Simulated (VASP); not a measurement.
Write the native input for VASP 6.6.1 that does the following.

```
Task                               : single point
Functional                         : HSE06
Potentials or basis                : VASP PAW PBE potentials, release 64 (Hf_pv, O)
Cutoff                             : 520 eV
k mesh                             : 4 × 4 × 4
Occupations                        : fermi-dirac, width 0.05 eV
Spin                               : no spin polarisation
Dipole correction                  : no
Grid for exact exchange (PRECFOCK) : Normal
Further INCAR settings             : ALGO = Normal; EDIFF = 1e-06; NBANDS = 18
Share of exact exchange            : 0.25
Screening parameter                : 0.2079 1/Å
```

Crystal: HfO2 (fluorite type).

```
Hf O
1.0
     0.00000    2.49203    2.49203
     2.49203    0.00000    2.49203
     2.49203    2.49203    0.00000
Hf O
1 2
Cartesian
  0.0000 0.0000 0.0000
  1.2460 1.2460 1.2460
  3.7380 3.7380 3.7380
```

These files were run (other wordings do the same):

POSCAR

```
HfO2
1.0
    0.0000000000      2.4920255963      2.4920255963
    2.4920255963      0.0000000000      2.4920255963
    2.4920255963      2.4920255963      0.0000000000
Hf O
1 2
Direct
    0.0000000000      0.0000000000      0.0000000000
    0.2500000000      0.2500000000      0.2500000000
    0.7500000000      0.7500000000      0.7500000000
```

INCAR.step1

```
PREC = Accurate
ENCUT = 520
EDIFF = 1E-5
ISMEAR = -1
SIGMA = 0.05
LREAL = False
LASPH = True
NELM = 60
ALGO = Normal
ISIF = 2
LWAVE = True
GGA = PE
NBANDS = 18
```

INCAR.step2

```
PREC = Accurate
ENCUT = 520
EDIFF = 1E-6
ISMEAR = -1
SIGMA = 0.05
LREAL = False
LASPH = True
NELM = 60
ALGO = Normal
ISIF = 2
LWAVE = False
LCHARG = True
GGA = PE
LHFCALC = True
HFSCREEN = 0.2079
PRECFOCK = Normal
LELF = True
LVHAR = True
ISTART = 1
NBANDS = 18
```

KPOINTS

```
regular mesh
0
Gamma
  4 4 4
```

Potentials or basis: VASP PAW PBE potentials, release 64 (Hf_pv, O).

Run with:

```sh
$ cat potpaw_PBE.64/Hf_pv/POTCAR potpaw_PBE.64/O/POTCAR > POTCAR
$ cp INCAR.step1 INCAR
$ mpirun -np 1 vasp_std > vasp.out
$ cp INCAR.step2 INCAR
$ mpirun -np 1 vasp_std > vasp.out
```

It gave:

```yaml
Pressure: 7.3 GPa
Band_gap_on_the_k_mesh: 5.50 eV
```

Caveat: the k points lie up to 0.55 Å⁻¹ apart; the PAW data sets were made with another functional, which shifts forces and pressure a little; spin-orbit coupling is left out, which moves the levels of the heavy elements.

It took 7.1 min on 1 thread of AMD EPYC 7R43 64-Core Processor (Zen 3), with other jobs on the host, peak memory 0.23 GiB.
